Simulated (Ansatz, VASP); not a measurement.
Two plane-wave programs on Ir

The input INCAR:

```
PREC = Accurate
ENCUT = 520
EDIFF = 1E-6
ISMEAR = -1
SIGMA = 0.05
LREAL = F
LASPH = T
NELM = 150
ALGO = Normal
ISIF = 2
LWAVE = F
LCHARG = F
ISPIN = 2
MAGMOM = 1
LORBIT = 11
LMAXMIX = 4
GGA = PE
NBANDS = 14
```

File KPOINTS:

```
Automatic mesh
0
Gamma
  23 23 23
```

POSCAR

```
Ir
1.0
    0.0000000000      1.9357313510      1.9357313510
    1.9357313510      0.0000000000      1.9357313510
    1.9357313510      1.9357313510      0.0000000000
Ir
1
Direct
    0.0000000000      0.0000000000      0.0000000000
```

Input for Ansatz:

```yaml
crystal:
  lattice:
    - [0.0, 1.935731351, 1.935731351]
    - [1.935731351, 0.0, 1.935731351]
    - [1.935731351, 1.935731351, 0.0]
  atoms:
    - { symbol: Ir, position: [0.0, 0.0, 0.0], spin: 1.0 }
hamiltonian:
  xc: pbe
  pseudopotentials:
    kind: paw
    azcp:
      Ir: "pseudopotentials/Ir.paw.azcp"
basis:
  ecutwfc: 420
  fft_grid_basis: typed
kpoints:
  mp_grid: { grid: [23, 23, 23], shift: [0, 0, 0] }
magnetization:
  spin_polarized: true
scf:
  occupations: { method: fermi_dirac, width: 0.05 }
```

Alike in both runs: task single point; functional PBE; k mesh 23 × 23 × 23; occupations fermi-dirac, width 0.05 eV; collinear spin.

```csv
,VASP,Ansatz
version,VASP 6.6.1,Ansatz 0.2.0
potentials or method,"VASP PAW PBE potentials, release 64 (Ir), cutoff 520 eV","plane waves (420 eV) with PAW, scalar-relativistic"
valence electrons in the cell,9,17
```

|  | VASP | Ansatz | Ansatz less VASP |
| --- | --- | --- | --- |
| net moment per atom (μB) | 0.00 | 0.00 | 0.000 |

VASP's potentials hold 9 valence electrons a cell and Ansatz's 17, so a difference there can come from the potentials and not from the codes. Ansatz's warnings: seeded moment not kept.

Neither program's run includes spin-orbit coupling.
